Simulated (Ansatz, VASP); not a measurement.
One calculation of NiS, two programs

Contents of INCAR:

```
ALGO = Normal
EDIFF = 1E-6
ENCUT = 520
GGA = CA
ISIF = 2
ISMEAR = -1
LASPH = True
LCHARG = False
LREAL = False
LWAVE = False
NBANDS = 24
NELM = 60
PREC = Accurate
SIGMA = 0.05
```

File KPOINTS:

```
k-points
0
Gamma
  11 11 7
```

POSCAR

```
NiS
1.0
    3.4250000000      0.0000000000      0.0000000000
   -1.7125000000      2.9661370080      0.0000000000
    0.0000000000      0.0000000000      5.3400000000
Ni S
2 2
Direct
    0.0000000000      0.0000000000      0.0000000000
    0.0000000000      0.0000000000      0.5000000000
    0.3333333333      0.6666666667      0.2500000000
    0.6666666667      0.3333333333      0.7500000000
```

Input for Ansatz:

```yaml
crystal:
  lattice:
    - [3.425, 0.0, 0.0]
    - [-1.7125, 2.966137008, 0.0]
    - [0.0, 0.0, 5.34]
  atoms:
    - { symbol: Ni, position: [0.0, 0.0, 0.0] }
    - { symbol: Ni, position: [0.0, 0.0, 0.5] }
    - { symbol: S, position: [0.3333333333, 0.6666666667, 0.25] }
    - { symbol: S, position: [0.6666666667, 0.3333333333, 0.75] }
kpoints:
  mp_grid: { grid: [11, 11, 7] }
scf:
  occupations: { method: fermi_dirac, width: 0.05 }
  lower_state_search: "off"
hamiltonian:
  xc: lda
  pseudopotentials: { kind: paw }
output:
  forces: true
  stress: true
  eigenvalues: true
  populations: true
  dos: { projected: true, de: 0.1, e_range: [-8, 5] }
```

Alike in both runs: task single point; functional LDA; k mesh 11 × 11 × 7; occupations fermi-dirac, width 0.05 eV; no spin polarisation.

|  | VASP | Ansatz |
| --- | --- | --- |
| version | VASP 6.6.1 | Ansatz 0.2.0 |
| potentials or method | VASP PAW LDA potentials, release 64 (Ni, S) | PAW with Ansatz's default frozen-core files, scalar-relativistic |
| plane-wave cutoff (eV) | 520 | 420 |
| valence electrons in the cell | 32 | 48 |

```csv
,VASP,Ansatz,Ansatz less VASP
pressure (GPa),-12.3,-12.6,-0.21
"traceless stress, the component that is largest in VASP (GPa)",-3.50,-3.58,-0.087
```

LDA's correlation is that of Perdew and Zunger in VASP and of Perdew and Wang (1992) in Ansatz. VASP's potentials hold 32 valence electrons a cell and Ansatz's 48, so a difference there can come from the potentials and not from the codes.
